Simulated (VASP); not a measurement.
# LiH (Fm-3m) in VASP: notebook

LiH is run at these levels: PBE; tasks: single point.

Program: VASP 6.6.1. These are calculated values, not measurements. Logs are shortened: lines on timing, memory, paths and dates and some standing lists are left out, and cuts for length are marked.

### 1 The cell of the first run

It takes space group Fm-3m (No. 225, cubic). The conventional cell has a = 3.972 Å, b = 3.972 Å, c = 3.972 Å, α = 90.00°, β = 90.00°, γ = 90.00°. Li (site symmetry m-3m) has 6 H at 1.99 Å within 2.6 Å. H (site symmetry m-3m) has 6 Li at 1.99 Å within 2.6 Å.

### 2 Single point, PBE

INCAR reads:

```
SYSTEM = LiH
ALGO     = Normal         ! electronic algorithm
EDIFF    = 1E-6           ! SCF threshold, eV
ENCUT    = 750            ! plane-wave cutoff, eV
GGA      = PE             ! functional
GGA_COMPAT= .False.      
ISIF     = 2              ! what is computed and relaxed
ISMEAR   = 0              ! smearing method
LASPH    = .True.         ! aspherical terms in the spheres
LCHARG   = .True.         ! write CHGCAR
LELF     = .True.         ! ELF
LREAL    = .False.        ! projectors in reciprocal space
LVHAR    = .True.       
LWAVE    = .False.        ! write WAVECAR
NBANDS   = 9              ! bands
NELM     = 120            ! most SCF steps
PREC     = Accurate       ! precision mode
SIGMA    = 0.01           ! smearing width, eV
```

KPOINTS reads:

```
k-points
0
Gamma
  4 4 4
  0 0 0
```

POSCAR reads:

```
LiH
1.0
    0.0000000000      1.9860263831      1.9860263831
    1.9860263831      0.0000000000      1.9860263831
    1.9860263831      1.9860263831      0.0000000000
Li H
1 1
Direct
    0.0000000000      0.0000000000      0.0000000000
    0.5000000000      0.5000000000      0.5000000000
```

Potentials or basis: VASP PAW PBE potentials, release 64 (Li_sv, H).

On the command line:

```bash
> cat potpaw_PBE.64/Li_sv/POTCAR potpaw_PBE.64/H/POTCAR > POTCAR
> mpirun -np 1 vasp_std > vasp.out
```

OUTCAR:

```text
SYSTEM = LiH
   EDIFF = 1E-6
   ENCUT = 750
   GGA = PE
   ISIF = 2
   ISMEAR = 0
   LASPH = .True.
   LREAL = .False.
   NELM = 120
   PREC = Accurate

 ion  position               nearest neighbor table
   1  0.000  0.000  0.000-
   2  0.500  0.500  0.500-

  LATTYP: Found a face centered cubic cell.
 ALAT       =     3.9720527662

  Lattice vectors:

 A1 = (   0.0000000000,   1.9860263831,   1.9860263831)
 A2 = (   1.9860263831,   0.0000000000,   1.9860263831)
 A3 = (   1.9860263831,   1.9860263831,   0.0000000000)

Analysis of symmetry for initial positions (statically):
=====================================================================
 Subroutine PRICEL returns:
 Original cell was already a primitive cell.

 Routine SETGRP: Setting up the symmetry group for a
 face centered cubic supercell.

 Subroutine GETGRP returns: Found 48 space group operations
 (whereof 48 operations were pure point group operations)
 out of a pool of 48 trial point group operations.

The static configuration has the point symmetry O_h .

Analysis of symmetry for dynamics (positions and initial velocities):
=====================================================================
 Subroutine PRICEL returns:
 Original cell was already a primitive cell.

 Routine SETGRP: Setting up the symmetry group for a
 face centered cubic supercell.

 Subroutine GETGRP returns: Found 48 space group operations
 (whereof 48 operations were pure point group operations)
 out of a pool of 48 trial point group operations.

The dynamic configuration has the point symmetry O_h .

 Subroutine INISYM returns: Found 48 space group operations
 (whereof 48 operations are pure point group operations),
 and found     1 'primitive' translations

----------------------------------------------------------------------------------------

                                     Primitive cell

  volume of cell :      15.6670

  direct lattice vectors                    reciprocal lattice vectors
     0.000000000  1.986026383  1.986026383    -0.251758992  0.251758992  0.251758992
     1.986026383  0.000000000  1.986026383     0.251758992 -0.251758992  0.251758992
     1.986026383  1.986026383  0.000000000     0.251758992  0.251758992 -0.251758992

  length of vectors
     2.808665446  2.808665446  2.808665446     0.436059365  0.436059365  0.436059365

  position of ions in fractional coordinates (direct lattice)
     0.000000000  0.000000000  0.000000000
     0.500000000  0.500000000  0.500000000

  ion indices of the primitive-cell ions
   primitive index   ion index
                 1           1
                 2           2

----------------------------------------------------------------------------------------

 KPOINTS: k-points

Automatic generation of k-mesh.
 Grid dimensions read from file:
 generate k-points for:    4    4    4

 Generating k-lattice:

  Cartesian coordinates                     Fractional coordinates (reciprocal lattice)
    -0.062939748  0.062939748  0.062939748     0.250000000  0.000000000  0.000000000
     0.062939748 -0.062939748  0.062939748     0.000000000  0.250000000  0.000000000
     0.062939748  0.062939748 -0.062939748     0.000000000  0.000000000  0.250000000

  Length of vectors
     0.109014841  0.109014841  0.109014841

  Shift w.r.t. Gamma in fractional coordinates (k-lattice)
     0.000000000  0.000000000  0.000000000

 Subroutine IBZKPT returns following result:
 ===========================================

 Found      8 irreducible k-points:

 Following reciprocal coordinates:
            Coordinates               Weight
  0.000000  0.000000  0.000000      1.000000
  0.250000  0.000000  0.000000      8.000000
  0.500000  0.000000  0.000000      4.000000
  0.250000  0.250000  0.000000      6.000000
  0.500000  0.250000  0.000000     24.000000
 -0.250000  0.250000  0.000000     12.000000
  0.500000  0.500000  0.000000      3.000000
 -0.250000  0.500000  0.250000      6.000000
   k-points           NKPTS =      8   k-points in BZ     NKDIM =      8   number of bands    NBANDS=      9
   number of dos      NEDOS =    301   number of ions     NIONS =      2
   total plane-waves  NPLWV =  21952
   dimension x,y,z NGX =    28 NGY =   28 NGZ =   28
   dimension x,y,z NGXF=    56 NGYF=   56 NGZF=   56
   ions per type =               1   1
   NGX,Y,Z   is equivalent  to a cutoff of  16.57, 16.57, 16.57 a.u.
   NGXF,Y,Z  is equivalent  to a cutoff of  33.15, 33.15, 33.15 a.u.
 SYSTEM =  LiH
   PREC   = accura    normal or accurate (medium, high low for compatibility)
   ISTART =      0    job   : 0-new  1-cont  2-samecut
   ICHARG =      2    charge: 1-file 2-atom 10-const
   ISPIN  =      1    spin polarized calculation?
   LNONCOLLINEAR =      F non collinear calculations
   LSORBIT =      F    spin-orbit coupling
   LASPH  =      T    aspherical Exc in radial PAW
   ENCUT  =  750.0 eV  55.12 Ry    7.42 a.u.   6.27  6.27  6.27*2*pi/ulx,y,z
   NELM   =    120;   NELMIN=  2; NELMDL= -5     # of ELM steps
   EDIFF  = 0.1E-05   stopping-criterion for ELM
   LREAL  =      F    real-space projection
[... 7 lines left out ...]
   TEBEG  =    0.0;   TEEND  =   0.0 temperature during run
   PSTRESS=    0.0 pullay stress
   NELECT =       4.0000    total number of electrons
   NUPDOWN=      -1.0000    fix difference up-down
   EMIN   =  10.00;   EMAX   =-10.00  energy-range for DOS
   EFERMI =   0.00;   METHOD = LEGACY
   ISMEAR =     0;   SIGMA  =   0.01  broadening in eV -4-tet -1-fermi 0-gaus
   EFERMI_NEDOS =   21; number of points for ismear=-14 and -15
   IALGO  =     38    algorithm
   IMIX   =      4    mixing-type and parameters
     AMIX     =   0.40;   BMIX     =  1.00
     AMIX_MAG =   1.60;   BMIX_MAG =  1.00
  volume/ion in A,a.u.               =       7.83        52.86
  Fermi-wavevector in a.u.,A,eV,Ry     =   1.038564  1.962601 14.675443  1.078615
  Thomas-Fermi vector in A             =   2.173054
   LORBIT       =      0    0 simple, 1 ext, 2 COOP (PROOUT), +10 PAW based schemes
   GGA     = PE    functional components
   LHFCALC =     F    Hartree Fock is set to
   AEXX    =    0.0000 exact exchange contribution
   IVDW    =     0    specifies the selected vdW correction
   LEPSILON=     F    determine dielectric tensor
   LRPA    =     F    only Hartree local field effects (RPA)
 non-spin polarized calculation
 Gauss-broadening in eV      SIGMA  =   0.01
  energy-cutoff  :      750.00
  volume of cell :       15.67
 maximum number of plane-waves:       742
 NGX is ok and might be reduce to    28
   NGX = 13   NGY = 13   NGZ = 13

 number of electron       4.0000002 magnetization

 Free energy of the ion-electron system (eV)
  ---------------------------------------------------
  ext. energy  EPLUGINS =         0.00000000
  ---------------------------------------------------
  free energy    TOTEN  =        -6.11042178 eV

  energy without entropy =       -6.11042178  energy(sigma->0) =       -6.11042178

 E-fermi :   0.3025     XC(G=0):  -8.5944

 val. band max:        0.2368547049   @ k =   0.5000   0.5000   0.0000
 cond. band min:       3.1850919746   @ k =   0.5000   0.5000   0.0000
 fundamental gap:      2.9482372697
 Fermi energy:         0.3024683614

 k-point     1 :       0.0000    0.0000    0.0000
  band No.  band energies     occupation
      1     -44.0494      2.00000
      2      -5.3139      2.00000
      3      16.6788      0.00000
      4      18.3941      0.00000
      5      18.3941      0.00000
      6      18.3941      0.00000
      7      23.1665      0.00000
      8      23.1665      0.00000
      9      23.1665      0.00000

 k-point     2 :       0.2500    0.0000    0.0000
  band No.  band energies     occupation
      1     -44.0238      2.00000
      2      -4.2376      2.00000
      3      10.0970      0.00000
      4      15.5728      0.00000
      5      17.1170      0.00000
      6      17.1170      0.00000
      7      22.7231      0.00000
      8      22.7231      0.00000
      9      24.1964      0.00000

 k-point     3 :       0.5000    0.0000    0.0000
  band No.  band energies     occupation
      1     -43.9981      2.00000
      2      -2.4738      2.00000
      3       5.2026      0.00000
      4      14.1368      0.00000
      5      16.9749      0.00000
      6      16.9749      0.00000
      7      19.5791      0.00000
      8      19.5791      0.00000
      9      28.0141      0.00000

 k-point     4 :       0.2500    0.2500    0.0000
  band No.  band energies     occupation
      1     -44.0156      2.00000
      2      -3.7631      2.00000
      3      10.8408      0.00000
      4      13.4346      0.00000
      5      13.4346      0.00000
      6      16.7494      0.00000
      7      18.2741      0.00000
      8      27.3802      0.00000
      9      30.5682      0.00000

 k-point     5 :       0.5000    0.2500    0.0000
  band No.  band energies     occupation
      1     -43.9904      2.00000
      2      -1.5524      2.00000
      3       5.7172      0.00000
      4       9.2712      0.00000
      5      12.8934      0.00000
      6      16.8078      0.00000
      7      22.1024      0.00000
      8      26.9782      0.00000
      9      28.8608      0.00000

 k-point     6 :      -0.2500    0.2500    0.0000
  band No.  band energies     occupation
      1     -43.9986      2.00000
      2      -2.5139      2.00000
      3       7.8390      0.00000
      4       8.6760      0.00000
      5      15.7073      0.00000
      6      16.3258      0.00000
      7      23.7765      0.00000
      8      26.1712      0.00000
      9      27.7574      0.00000

 k-point     7 :       0.5000    0.5000    0.0000
  band No.  band energies     occupation
      1     -43.9827      2.00000
      2       0.2369      2.00000
      3       3.1851      0.00000
      4      11.1737      0.00000
      5      11.1737      0.00000
      6      14.3768      0.00000
      7      17.8621      0.00000
      8      35.6008      0.00000
      9      35.6008      0.00000

 k-point     8 :      -0.2500    0.5000    0.2500
  band No.  band energies     occupation
      1     -43.9823      2.00000
      2      -0.0072      2.00000
      3       5.5152      0.00000
      4       5.5152      0.00000
      5      12.2377      0.00000
      6      18.1695      0.00000
      7      24.7100      0.00000
      8      24.7100      0.00000
      9      28.7144      0.00000

------------------------ aborting loop because EDIFF is reached ----------------------------------------

  FORCE on cell =-STRESS in cart. coord.  units (eV):
  Direction    XX          YY          ZZ          XY          YZ          ZX
  --------------------------------------------------------------------------------------
  -------------------------------------------------------------------------------------
  Total        0.1142319      0.1142319      0.1142319      0.0000000     -0.0000000     -0.0000000
  in kB       11.6818828     11.6818828     11.6818828      0.0000000     -0.0000000     -0.0000000
  external PRESSURE =      11.6818828 kB  Pullay stress =       0.0000000 kB

 VOLUME and BASIS-vectors are now :
 -----------------------------------------------------------------------------
  energy-cutoff  :      750.00
  volume of cell :       15.67
      direct lattice vectors                 reciprocal lattice vectors
     0.000000000  1.986026383  1.986026383    -0.251758992  0.251758992  0.251758992
     1.986026383  0.000000000  1.986026383     0.251758992 -0.251758992  0.251758992
     1.986026383  1.986026383  0.000000000     0.251758992  0.251758992 -0.251758992

 POSITION                                       TOTAL-FORCE (eV/Angst)
 -----------------------------------------------------------------------------------
      0.00000      0.00000      0.00000         0.000000      0.000000      0.000000
      1.98603      1.98603      1.98603        -0.000000      0.000000     -0.000000
 -----------------------------------------------------------------------------------
    total drift:                                0.000000      0.000000      0.000000

  FREE ENERGIE OF THE ION-ELECTRON SYSTEM (eV)
  ---------------------------------------------------
  free  energy   TOTEN  =        -6.1104217764 eV

  energy  without entropy=       -6.1104217764  energy(sigma->0) =       -6.11042178
```

It took 4.6 s on 1 thread of Intel Xeon Platinum 8488C (Sapphire Rapids), shared host; peak memory 0.14 GiB.

Results:

| Property | Result |
| --- | --- |
| Free energy | -6.1104 eV |
| Pressure | 1.2 GPa |
| Band gap on the k mesh | 2.95 eV, direct |

Caveat: the k points lie up to 0.68 Å⁻¹ apart. A hybrid or GW would open this gap; PBE tends to underestimate it.

### 3 Single point, PBE

INCAR reads:

```
PREC = Accurate
ENCUT = 750
EDIFF = 1E-6
ISMEAR = 0
SIGMA = 0.01
LREAL = F
LASPH = T
NELM = 120
ALGO = Normal
ISIF = 2
LWAVE = F
LCHARG = T
GGA = PE
LELF = T
LVHAR = T
NBANDS = 9
GGA_COMPAT = F
```

KPOINTS reads:

```
Automatic mesh
0
Gamma
  4 4 4
```

POSCAR is that of step 2.

Potentials or basis: VASP PAW PBE potentials, release 64 (Li_sv, H).

On the command line:

```bash
> cat potpaw_PBE.64/Li_sv/POTCAR potpaw_PBE.64/H/POTCAR > POTCAR
> mpirun -np 1 vasp_std > vasp.out
```

It took 3.8 s on 1 thread of Intel Xeon Platinum 8488C (Sapphire Rapids), shared host; peak memory 0.14 GiB.

Results (log left out):

```
Free energy            : -6.1104 eV
Pressure               : 1.2 GPa
Band gap on the k mesh : 2.95 eV, direct
```

Levels at points of the mesh, in eV from the valence-band top:
| k point | band 1 | band 2 | band 3 | band 4 | band 5 | band 6 |
| --- | --- | --- | --- | --- | --- | --- |
| (0.00, 0.00, 0.00) | -44.29 | -5.55 | 16.44 | 18.16 | 18.16 | 18.16 |
| (0.50, 0.00, 0.00) | -44.23 | -2.71 | 4.97 | 13.90 | 16.74 | 16.74 |
| (0.50, 0.50, 0.00) | -44.22 | 0.00 | 2.95 | 10.94 | 10.94 | 14.14 |

Caveat: the k points lie up to 0.68 Å⁻¹ apart.

### 4 Single point, PBE

This run uses another cell than the first one, of 8.17 Å³/atom, 1.043 times its volume.

INCAR reads:

```
SYSTEM = LiH
PREC = Accurate
ENCUT = 750
EDIFF = 1E-6
ISMEAR = 0
SIGMA = 0.01
LREAL = .FALSE.
LASPH = .TRUE.
NELM = 120
ALGO = Normal
ISIF = 2
LWAVE = .FALSE.
LCHARG = .FALSE.
GGA = PE
NBANDS = 9
GGA_COMPAT = .FALSE.
```

KPOINTS reads:

```
regular mesh
0
G
  3 3 3
  0 0 0
```

POSCAR reads:

```
LiH
1.0
    0.0000000000      2.0144020223      2.0144020223
    2.0144020223      0.0000000000      2.0144020223
    2.0144020223      2.0144020223      0.0000000000
Li H
1 1
Direct
    0.0000000000      0.0000000000      0.0000000000
    0.5000000000      0.5000000000      0.5000000000
```

On the command line:

```bash
> cat potpaw_PBE.64/Li_sv/POTCAR potpaw_PBE.64/H/POTCAR > POTCAR
> mpirun -np 1 vasp_std > vasp.out
```

Wall time 2.8 s (1 thread of Intel Xeon Platinum 8488C (Sapphire Rapids), shared host); peak memory 0.14 GiB.

The run converged. Its results:

| Property | Result |
| --- | --- |
| Free energy | -6.1619 eV |
| Pressure | -1.1 GPa |
| Band gap on the k mesh | 6.08 eV, direct |

Levels at points of the mesh, in eV from the valence-band top:
```
           k point  band 1  band 2  band 3  band 4  band 5
(0.00, 0.00, 0.00)  -43.21   -4.31   16.95   18.82   18.82
```

Caveat: the k points lie up to 0.90 Å⁻¹ apart.

### 5 Single point, PBE

This run uses another cell than the first one, of 8.17 Å³/atom, 1.043 times its volume.

INCAR reads:

```
PREC = Accurate ; ENCUT = 750
EDIFF = 1E-6 ; ISMEAR = 0
SIGMA = 0.01 ; LREAL = F
LASPH = T ; NELM = 120
ALGO = Normal ; ISIF = 2
LWAVE = F ; LCHARG = T
GGA = PE ; LELF = T
LVHAR = T ; NBANDS = 9
GGA_COMPAT = F
```

KPOINTS reads:

```
regular mesh
0
Gamma
  3 3 3
```

POSCAR is that of step 4.

On the command line:

```bash
> cat potpaw_PBE.64/Li_sv/POTCAR potpaw_PBE.64/H/POTCAR > POTCAR
> mpirun -np 1 vasp_std > vasp.out
```

Run time: 3.5 s. Hardware: 1 thread of Intel Xeon Platinum 8488C (Sapphire Rapids), shared host; peak memory 0.14 GiB.

Results (log left out):

```yaml
Free_energy: -6.1619 eV
Pressure: -1.1 GPa
Band_gap_on_the_k_mesh: 6.08 eV, direct
```

Levels at points of the mesh, in eV from the valence-band top:
| k point | band 1 | band 2 | band 3 | band 4 | band 5 | band 6 | band 7 |
| --- | --- | --- | --- | --- | --- | --- | --- |
| (0.00, 0.00, 0.00) | -43.21 | -4.31 | 16.95 | 18.82 | 18.82 | 18.82 | 23.50 |

Caveat: the k points lie up to 0.90 Å⁻¹ apart. A k mesh can miss the band edges.

(Continued in part 2 of 2.)
